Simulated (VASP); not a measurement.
# Si2C (P-6m2) in VASP: notebook, part 2 of 2

VASP 6.6.1. The steps go on from the part before.

## Step 4: Relaxation of cell and atoms, PBE (atoms taken out)

The input, INCAR:

```
PREC = Accurate ; ENCUT = 600
EDIFF = 1E-6 ; ISMEAR = 0
SIGMA = 0.1 ; LREAL = F
LASPH = T ; NELM = 80
ALGO = Normal ; ISIF = 3
LWAVE = F ; LCHARG = F
GGA = PE ; IBRION = 2
NSW = 90 ; EDIFFG = -0.04
```

The input, KPOINTS:

```
Automatic mesh
0
Gamma
  6 6 4
```

The input, POSCAR:

```
Si2C
1.0
    2.7522599400      0.0000000000      0.0000000000
   -1.3761299700      2.3835270300      0.0000000000
    0.0000000000      0.0000000000      5.3944294900
Si C
2 1
Direct
    0.0000000000      0.0000000000      0.7500000000
    0.0000000000      0.0000000000      0.2500000000
    0.3333333300      0.6666666700      0.0000000000
```

Potentials or basis: VASP PAW PBE potentials, release 64 (Si, C).

Started as:

```bash
cat potpaw_PBE.64/Si/POTCAR potpaw_PBE.64/C/POTCAR > POTCAR
mpirun -np 1 vasp_std > vasp.out
```

OUTCAR:

```text
PREC = Accurate
   ENCUT = 600
   EDIFF = 1E-6
   ISMEAR = 0
   LREAL = F
   LASPH = T
   NELM = 80
   ISIF = 3
   GGA = PE
   IBRION = 2
   NSW = 90
   EDIFFG = -0.04

 ion  position               nearest neighbor table
   1  0.000  0.000  0.750-   3 2.08   3 2.08   3 2.08   2 2.70   2 2.70
   2  0.000  0.000  0.250-   3 2.08   3 2.08   3 2.08   1 2.70   1 2.70
   3  0.333  0.667  0.000-   1 2.08   2 2.08   1 2.08   2 2.08   1 2.08   2 2.08

  LATTYP: Found a hexagonal cell.
 ALAT       =     2.7522599400
 C/A-ratio  =     1.9600000028

  Lattice vectors:

 A1 = (   2.7522599400,   0.0000000000,   0.0000000000)
 A2 = (  -1.3761299700,   2.3835270300,   0.0000000000)
 A3 = (   0.0000000000,   0.0000000000,   5.3944294900)

Analysis of symmetry for initial positions (statically):
=====================================================================
 Subroutine PRICEL returns:
 Original cell was already a primitive cell.

 Routine SETGRP: Setting up the symmetry group for a
 hexagonal supercell.

 Subroutine GETGRP returns: Found 12 space group operations
 (whereof 12 operations were pure point group operations)
 out of a pool of 24 trial point group operations.

The static configuration has the point symmetry D_3h.

Analysis of symmetry for dynamics (positions and initial velocities):
=====================================================================
 Subroutine PRICEL returns:
 Original cell was already a primitive cell.

 Routine SETGRP: Setting up the symmetry group for a
 hexagonal supercell.

[... 272 lines left out ...]
      3       0.9999      2.00000
      4       8.7465      2.00000
      5       8.7465      2.00000
      6      13.0531      0.00000
      7      14.8112      0.00000
      8      16.1019      0.00000
      9      16.1019      0.00000
     10      16.6673      0.00000
[... 248 lines left out ...]
 k-point    21 :       0.3333    0.3333    0.5000
  band No.  band energies     occupation
      1      -2.0289      2.00000
      2      -0.0285      2.00000
      3       2.3551      2.00000
      4       3.5296      2.00000
      5       4.0234      2.00000
      6       6.4986      2.00000
      7      12.6821      0.00000
      8      13.5208      0.00000
      9      13.9102      0.00000
     10      14.1885      0.00000

[... ionic steps 4 to 8 ...]

--------------------------------------- Ionic step        9  -------------------------------------------

 number of electron      12.0000000 magnetization

------------------------ aborting loop because EDIFF is reached ----------------------------------------
[... 69 lines left out ...]
--------------------------------------- Ionic step       11  -------------------------------------------

 number of electron      12.0000000 magnetization

 Free energy of the ion-electron system (eV)
  ---------------------------------------------------
  ext. energy  EPLUGINS =         0.00000000
  ---------------------------------------------------
  free energy    TOTEN  =       -17.67600444 eV

  energy without entropy =      -17.66685142  energy(sigma->0) =      -17.67142793

 E-fermi :  10.2299     XC(G=0): -11.4344

 val. band max:       10.0959819501   @ k =   0.3333   0.3333   0.0000
 cond. band min:      10.2945560725   @ k =   0.1667   0.1667   0.2500
 fundamental gap:      0.1985741224
 Fermi energy:        10.2299495013

 k-point     1 :       0.0000    0.0000    0.0000
  band No.  band energies     occupation
      1      -7.1568      2.00000
      2      -0.3474      2.00000
      3       1.1099      2.00000
      4       9.0104      2.00000
      5       9.0104      2.00000
      6      13.5459      0.00000
      7      15.2163      0.00000
      8      16.4270      0.00000
      9      16.4270      0.00000
     10      17.0409      0.00000
[... 288 lines left out ...]
  FREE ENERGIE OF THE ION-ELECTRON SYSTEM (eV)
  ---------------------------------------------------
  free  energy   TOTEN  =       -17.6760044429 eV

  energy  without entropy=      -17.6668514229  energy(sigma->0) =      -17.67142793

 reached required accuracy - stopping structural energy minimisation
```

Wall time 99 s (1 thread of Intel Xeon 8259CL, shared host); peak memory 0.16 GiB.

What came out:

| Item | Value |
| --- | --- |
| Free energy | -17.6760 eV |
| Relaxed volume | 11.58 Å³/atom |
| Relaxed cell | a = 2.867 Å, b = 2.867 Å, c = 4.878 Å, α = 90.00°, β = 90.00°, γ = 120.00° |
| Space group after relaxing (to 0.1 Å) | P-6m2 (No. 187) |
| Energy gained by relaxing | 189.8 meV/atom |
| Ionic steps | 11 |
| Pressure after relaxing | 0.0 GPa |
| Band gap on the k mesh | zero (bands 6 and 7 overlap by 5.71 eV) |

Step by step:
```csv
step,energy change (eV),largest force (eV/Å),pressure (GPa),volume (Å³)
1,0.0000,1.4708,-2.20,35.39
2,-0.4725,1.7569,6.88,34.39
3,-0.5039,0.8067,4.45,34.57
4,-0.5447,0.4091,-2.67,35.99
5,-0.5532,0.5577,-0.89,35.57
6,-0.5570,0.4443,-3.07,35.42
7,-0.5628,0.0047,-2.21,35.48
8,-0.5694,0.0607,-0.18,34.74
9,-0.5694,0.0627,-0.14,34.73
10,-0.5693,0.0898,0.13,34.73
11,-0.5695,0.0006,-0.03,34.73
```

Final structure:
```
CELL_PARAMETERS angstrom
2.86713 0.00000 0.00000
-1.43356 2.48301 0.00000
0.00000 0.00000 4.87833
ATOMIC_POSITIONS crystal
Si 0.00000 0.00000 0.75234
Si 0.00000 0.00000 0.24766
C 0.33333 0.66667 0.00000
```

Caveat: the k points lie up to 0.42 Å⁻¹ apart in the final cell, too coarse for converged energies and pressures of a metal; the cell differs from its parent crystal (atoms taken out).

## Step 5: Single point, PBE, collinear spin (atoms taken out)

The input, INCAR:

```
PREC     = Accurate       # precision mode
ENCUT    = 520            # plane-wave cutoff, eV
EDIFF    = 1E-6           # SCF threshold, eV
ISMEAR   = 0              # smearing method
SIGMA    = 0.1            # smearing width, eV
LREAL    = F              # projectors in reciprocal space
LASPH    = T              # aspherical terms in the spheres
NELM     = 150            # most SCF steps
ALGO     = Normal         # electronic algorithm
ISIF     = 2              # what is computed and relaxed
LWAVE    = F              # write WAVECAR
LCHARG   = F              # write CHGCAR
ISPIN    = 2              # spin polarisation
MAGMOM   = 0 0 1          # initial moments
LORBIT   = 11             # projections on sites
GGA      = PE             # functional
NBANDS   = 17             # bands
```

KPOINTS is that of step 4.

The input, POSCAR:

```
Si2C
1.0
    2.8650659403      0.0000000000      0.0000000000
   -1.4325329702      2.4812198878      0.0000000000
    0.0000000000      0.0000000000      4.8801827030
Si C
2 1
Direct
    0.0000000000      0.0000000000      0.7523925344
    0.0000000000      0.0000000000      0.2476074656
    0.3333333333      0.6666666667      0.0000000000
```

Potentials or basis: VASP PAW PBE potentials, release 64 (Si, C).

Started as:

```bash
cat potpaw_PBE.64/Si/POTCAR potpaw_PBE.64/C/POTCAR > POTCAR
mpirun -np 1 vasp_std > vasp.out
```

OUTCAR:

```text
PREC = Accurate
   ENCUT = 520
   EDIFF = 1E-6
   ISMEAR = 0
   LREAL = F
   LASPH = T
   NELM = 150
   ISIF = 2
   ISPIN = 2
   LORBIT = 11
   GGA = PE

 ion  position               nearest neighbor table
   1  0.000  0.000  0.752-   3 2.05   3 2.05   3 2.05   2 2.42   2 2.46
   2  0.000  0.000  0.248-   3 2.05   3 2.05   3 2.05   1 2.42   1 2.46
   3  0.333  0.667  0.000-   1 2.05   2 2.05   1 2.05   2 2.05   1 2.05   2 2.05

  LATTYP: Found a hexagonal cell.
 ALAT       =     2.8650659403
 C/A-ratio  =     1.7033404482

  Lattice vectors:

 A1 = (   2.8650659403,   0.0000000000,   0.0000000000)
 A2 = (  -1.4325329702,   2.4812198878,   0.0000000000)
 A3 = (   0.0000000000,   0.0000000000,   4.8801827030)

Analysis of symmetry for initial positions (statically):
=====================================================================
 Subroutine PRICEL returns:
 Original cell was already a primitive cell.

 Routine SETGRP: Setting up the symmetry group for a
[... 1033 lines left out ...]
     17      26.4314      0.00000

------------------------ aborting loop because EDIFF is reached ----------------------------------------

  FORCE on cell =-STRESS in cart. coord.  units (eV):
  Direction    XX          YY          ZZ          XY          YZ          ZX
  --------------------------------------------------------------------------------------
  -------------------------------------------------------------------------------------
  Total        0.0778181      0.0778181     -0.0447300     -0.0000000      0.0000000      0.0000000
  in kB        3.5938098      3.5938098     -2.0657286     -0.0000000      0.0000000      0.0000000
  external PRESSURE =       1.7072970 kB  Pullay stress =       0.0000000 kB

 VOLUME and BASIS-vectors are now :
 -----------------------------------------------------------------------------
  energy-cutoff  :      520.00
  volume of cell :       34.69
      direct lattice vectors                 reciprocal lattice vectors
     2.865065940  0.000000000  0.000000000     0.349032106  0.201513781  0.000000000
    -1.432532970  2.481219888  0.000000000     0.000000000  0.403027561  0.000000000
     0.000000000  0.000000000  4.880182703     0.000000000  0.000000000  0.204910361

 POSITION                                       TOTAL-FORCE (eV/Angst)
 -----------------------------------------------------------------------------------
      0.00000      0.00000      3.67181         0.000000     -0.000000     -0.003481
      0.00000      0.00000      1.20837         0.000000      0.000000      0.003481
     -0.00000      1.65415      0.00000        -0.000000      0.000000      0.000000
 -----------------------------------------------------------------------------------
    total drift:                                0.000000     -0.000000     -0.000000

  FREE ENERGIE OF THE ION-ELECTRON SYSTEM (eV)
  ---------------------------------------------------
  free  energy   TOTEN  =       -17.6743145271 eV

  energy  without entropy=      -17.6651885550  energy(sigma->0) =      -17.66975154

 total charge

# of ion       s       p       d       tot
------------------------------------------
    1        0.767   0.784   0.000   1.551
    2        0.767   0.784   0.000   1.551
    3        0.866   1.563   0.000   2.430
--------------------------------------------------
tot          2.400   3.131   0.000   5.531

 magnetization (x)

# of ion       s       p       d       tot
------------------------------------------
    1        0.000   0.000   0.000   0.000
    2        0.000   0.000   0.000   0.000
    3       -0.000   0.000   0.000  -0.000
--------------------------------------------------
tot          0.000   0.000   0.000   0.000
```

OSZICAR:

```text
N       E                     dE             d eps       ncg     rms          rms(c)
DAV:   1     0.136502416158E+02    0.13650E+02   -0.49566E+03  1428   0.593E+02
DAV:   2    -0.176189409334E+02   -0.31269E+02   -0.29489E+02  1929   0.112E+02
DAV:   3    -0.187525486752E+02   -0.11336E+01   -0.11267E+01  1761   0.174E+01
DAV:   4    -0.187577530166E+02   -0.52043E-02   -0.52032E-02  1891   0.148E+00
DAV:   5    -0.187577835658E+02   -0.30549E-04   -0.30548E-04  1807   0.108E-01    0.845E+00
DAV:   6    -0.176563060782E+02    0.11015E+01   -0.31465E+00  1574   0.910E+00    0.365E+00
DAV:   7    -0.176813697943E+02   -0.25064E-01   -0.44653E-01  1713   0.312E+00    0.184E+00
DAV:   8    -0.176736324443E+02    0.77373E-02   -0.20342E-02  1649   0.867E-01    0.741E-01
DAV:   9    -0.176743605155E+02   -0.72807E-03   -0.38150E-03  1739   0.431E-01    0.217E-01
DAV:  10    -0.176742772781E+02    0.83237E-04   -0.73168E-04  1807   0.138E-01    0.926E-02
DAV:  11    -0.176743041274E+02   -0.26849E-04   -0.13089E-04  1633   0.674E-02    0.499E-02
DAV:  12    -0.176743132917E+02   -0.91643E-05   -0.13590E-05  1670   0.261E-02    0.143E-02
DAV:  13    -0.176743145617E+02   -0.12700E-05   -0.22138E-06  1592   0.911E-03    0.384E-03
DAV:  14    -0.176743145271E+02    0.34594E-07   -0.37564E-07   795   0.360E-03
   1 F= -.17674315E+02 E0= -.17669752E+02  d E =-.912597E-02  mag=     0.0000
```

Run time: 36 s. Hardware: 1 thread of Intel Xeon 8259CL, shared host; peak memory 0.17 GiB.

Results:

```yaml
Free_energy: -17.6743 eV
Pressure: 0.2 GPa
Largest_force: 0.003 eV/Å
Band_gap_on_the_k_mesh: zero (filled and empty bands overlap)
Net_moment: 0.00 μB per cell
Valence_electrons_inside_the_program's_atomic_spheres: Si 1.55; C 2.43
```

Forces on the atoms (eV/Å):
```
Si   0.000  0.000 -0.003
Si   0.000  0.000  0.003
C    0.000  0.000  0.000
```

Levels at points of the mesh, in eV from the Fermi level:
Spin up:
```tsv
k point	band 3	band 4	band 5	band 6	band 7	band 8	band 9	band 10
(0.00, 0.00, 0.00)	-9.13	-1.21	-1.21	3.30	5.02	6.22	6.22	6.80
(0.50, 0.00, 0.00)	-6.57	-4.96	-3.55	-3.20	-2.40	2.52	5.49	5.58
(0.00, 0.00, 0.50)	-4.09	-2.48	-1.17	-1.17	5.12	6.99	6.99	7.31
(0.50, 0.00, 0.50)	-7.99	-6.62	-3.46	-0.17	1.31	2.49	3.50	3.98
```
Spin down:
```csv
k point,band 4,band 5,band 6,band 7,band 8,band 9
"(0.00, 0.00, 0.00)",-1.21,-1.21,3.30,5.02,6.22,6.22
"(0.50, 0.00, 0.00)",-4.96,-3.55,-3.20,-2.40,2.52,5.49
"(0.00, 0.00, 0.50)",-2.48,-1.17,-1.17,5.12,6.99,6.99
"(0.50, 0.00, 0.50)",-6.62,-3.46,-0.17,1.31,2.49,3.50
```

Caveat: the k points lie up to 0.42 Å⁻¹ apart, too coarse for converged energies and pressures of a metal; the cell differs from its parent crystal (atoms taken out).

## Step 6: Single point, PBE, collinear spin (atoms taken out)

The input, INCAR:

```
SYSTEM = Si2C
PREC = Accurate
ENCUT = 520
EDIFF = 1E-7
ISMEAR = 0
SIGMA = 0.1
LREAL = .False.
LASPH = .True.
NELM = 150
ALGO = Normal
ISIF = 2
LWAVE = .False.
LCHARG = .False.
ISPIN = 2
MAGMOM = 0 0 1
LORBIT = 11
GGA = PE
NBANDS = 17
```

The input, KPOINTS:

```
regular mesh
0
Gamma
  6 6 4
  0 0 0
```

The input, POSCAR:

```
Si2C
1.0
    2.7522599400      0.0000000000      0.0000000000
   -1.3761299700      2.3835270300      0.0000000000
    0.0000000000      0.0000000000      5.3944294900
Si C
2 1
Direct
    0.0000000000      0.0000000000      0.7500000000
    0.0000000000      0.0000000000      0.2500000000
    0.3333333300      0.6666666700      0.0000000000
```

Potentials or basis: VASP PAW PBE potentials, release 64 (Si, C).

Started as:

```bash
cat potpaw_PBE.64/Si/POTCAR potpaw_PBE.64/C/POTCAR > POTCAR
mpirun -np 1 vasp_std > vasp.out
```

Wall time 45 s (1 thread of Intel Xeon 8259CL, shared host); peak memory 0.16 GiB.

The run converged. Its results:

```yaml
Free_energy: -17.1070 eV
Pressure: -2.1 GPa
Largest_force: 1.433 eV/Å
Net_moment: 0.17 μB per cell
Site_moments: Si +0.01; C +0.09 μB
Valence_electrons_inside_the_program's_atomic_spheres: Si 1.52; C 2.39
```

Forces on the atoms (eV/Å):
```
Si   0.000  0.000  1.433
Si   0.000  0.000 -1.433
C    0.000  0.000  0.000
```

Stress tensor (GPa, compression positive):
```
  8.99   0.00   0.00
  0.00   8.99   0.00
  0.00   0.00 -24.26
```

Levels at points of the mesh, in eV from the Fermi level:
Spin up:
| k point | band 4 | band 5 | band 6 | band 7 | band 8 | band 9 |
| --- | --- | --- | --- | --- | --- | --- |
| (0.00, 0.00, 0.00) | 0.66 | 0.66 | 1.06 | 4.84 | 8.21 | 8.63 |
| (0.50, 0.00, 0.00) | -3.94 | -3.64 | -2.23 | -1.79 | 4.48 | 4.61 |
| (0.00, 0.00, 0.50) | -4.47 | 0.67 | 0.67 | 8.19 | 8.89 | 9.22 |
| (0.50, 0.00, 0.50) | -5.91 | -1.75 | -0.07 | 0.86 | 1.18 | 3.31 |
Spin down:
```
           k point  band 4  band 5  band 6  band 7  band 8  band 9
(0.00, 0.00, 0.00)    0.90    0.90    1.12    4.90    8.26    8.66
(0.50, 0.00, 0.00)   -3.91   -3.62   -2.18   -1.60    4.51    4.66
(0.00, 0.00, 0.50)   -4.41    0.92    0.92    8.25    8.93    9.27
(0.50, 0.00, 0.50)   -5.89   -1.55   -0.03    0.93    1.24    3.33
```

Caveat: the k points lie up to 0.44 Å⁻¹ apart; the cell differs from its parent crystal (atoms taken out); a moment this small can come from the mesh or the smearing; forces of over 1 eV/Å act on the atoms, so gaps and moduli don't describe the material at rest.

## Step 7: Overview

```tsv
task	spin	cell	cutoff (eV)	gap on the mesh (eV)	pressure (GPa)	moment (μB)	largest force (eV/Å)
single point	off	a = 2.865, b = 2.865, c = 4.880 Å, angles 90.0, 90.0, 120.0°, 3 atoms, atomic positions A	520	none	0.2	-	-
single point	off	a = 2.752, b = 2.752, c = 5.394 Å, angles 90.0, 90.0, 120.0°, 3 atoms, atomic positions B	520	none	-2.2	-	1.47
relaxation of cell and atoms	off	relaxed from a = 2.752, b = 2.752, c = 5.394 Å, angles 90.0, 90.0, 120.0°, 3 atoms, atomic positions B	600	none	0.0	-	-
single point	collinear	a = 2.865, b = 2.865, c = 4.880 Å, angles 90.0, 90.0, 120.0°, 3 atoms, atomic positions A	520	none	0.2	0.00	-
single point	collinear	a = 2.752, b = 2.752, c = 5.394 Å, angles 90.0, 90.0, 120.0°, 3 atoms, atomic positions B	520	none	-2.1	0.17	1.43
```

Alike in all rows: level PBE; potentials or basis VASP PAW PBE potentials, release 64 (Si, C); k mesh 6 × 6 × 4; smearing gaussian 0.1 eV.

Caveats: all runs use coarse meshes; forces of over 1 eV/Å act on the atoms, so gaps and moduli don't describe the material at rest (at least some runs); a moment this small can come from the mesh or the smearing (at least some runs).

Absolute energies hang on the potentials; compare differences alone.

The gap in the log of VASP goes by the Fermi energy; the results here count the filled bands.